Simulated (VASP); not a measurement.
**HfB2: single point with PBE**

The system is HfB2.

```
CELL_PARAMETERS angstrom
3.13768 0.00000 0.00000
-1.56884 2.71731 0.00000
0.00000 0.00000 3.47681
ATOMIC_POSITIONS crystal
Hf 0.00000 0.00000 0.00000
B 0.33333 0.66667 0.50000
B 0.66667 0.33333 0.50000
```

```json
{"Program": "VASP 6.6.1", "Task": "single point", "Functional": "PBE", "Potentials or basis": "VASP PAW PBE potentials, release 64 (Hf_pv, B)", "Cutoff": "500 eV", "k mesh": "11 × 11 × 9", "Occupations": "fermi-dirac, width 0.15 eV", "Spin": "no spin polarisation"}
```

```json
{"Pressure": "1.6 GPa", "Band gap on the k mesh": "zero (bands 8 and 9 overlap by 1.30 eV)"}
```

Stress tensor (GPa, compression positive):
```
1.54 0.00 0.00
0.00 1.54 0.00
0.00 0.00 1.84
```

Levels at points of the mesh, in eV from the Fermi level:
```
           k point  band 5  band 6  band 7  band 8  band 9  band 10  band 11  band 12
(0.00, 0.00, 0.00)   -2.99   -2.88   -2.88   -2.76    4.06     4.06     4.70     4.70
```

Wall time 11 s on 1 thread of Intel(R) Xeon(R) 6975P-C (Granite Rapids), on a shared host, peak memory 0.16 GiB.

Caveat: spin-orbit coupling is left out, which moves the levels of the heavy elements.
